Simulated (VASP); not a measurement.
Set up this calculation in VASP 6.6.1, as the native input.

```
Task                   : single point
Functional             : LDA
Potentials or basis    : VASP PAW LDA potentials, release 64 (Bi_d)
Cutoff                 : 520 eV
k mesh                 : 10 × 10 × 10
Occupations            : fermi-dirac, width 0.1 eV
Spin                   : no spin polarisation
Dipole correction      : no
Further INCAR settings : ALGO = Normal; EDIFF = 1e-06; NBANDS = 14
```

The structure of Bi lies in POSCAR:

```
Bi
1.0
    3.1955766747      0.0000000000      0.0000000000
    0.0000000000      3.1955766747      0.0000000000
    0.0000000000      0.0000000000      3.1955766747
Bi
1
Direct
    0.0000000000      0.0000000000      0.0000000000
```

One way to write it, as run:

INCAR

```
PREC = Accurate
ENCUT = 520
EDIFF = 1E-6
ISMEAR = -1
SIGMA = 0.1
LREAL = False
LASPH = True
NELM = 80
ALGO = Normal
ISIF = 2
LWAVE = False
LCHARG = False
NBANDS = 14
```

KPOINTS

```
Automatic mesh
0
Gamma
  10 10 10
```

Potentials or basis: VASP PAW LDA potentials, release 64 (Bi_d).

Command:

```sh
$ cat potpaw_LDA.64/Bi_d/POTCAR > POTCAR
$ mpirun -np 1 vasp_std > vasp.out
```

It gave:

| Quantity | Value |
| --- | --- |
| Pressure | 0.1 GPa |

Wall time 8.2 s on 1 thread of Intel Xeon 8259CL (shared host), peak memory 0.14 GiB.
